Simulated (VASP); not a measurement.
Input of a VASP 6.6.1 run:

The input INCAR:

```
PREC = Accurate ; ENCUT = 520
EDIFF = 1E-7 ; ISMEAR = 0
SIGMA = 0.01 ; LREAL = F
LASPH = T ; NELM = 100
ALGO = Normal ; ISIF = 2
LWAVE = F ; LCHARG = F
GGA = PE ; NBANDS = 16
```

KPOINTS

```
Automatic mesh
0
Gamma
  10 10 10
```

Contents of POSCAR:

```
InP
1.0
    0.0000000000      2.8983960268      2.8983960268
    2.8983960268      0.0000000000      2.8983960268
    2.8983960268      2.8983960268      0.0000000000
In P
1 1
Direct
    0.0000000000      0.0000000000      0.0000000000
    0.7500000000      0.7500000000      0.7500000000
```

Potentials or basis: VASP PAW PBE potentials, release 64 (In_d, P).

The run is started by

```console
$ cat potpaw_PBE.64/In_d/POTCAR potpaw_PBE.64/P/POTCAR > POTCAR
$ mpirun -np 1 vasp_std > vasp.out
```

Problem. What does it give for the pressure?

Solution. 5.9 GPa.

Problem. Estimate the band gap on the k mesh.

Solution. 0.89 eV, direct.

Caveat: spin-orbit coupling is left out, which moves the levels of the heavy elements.
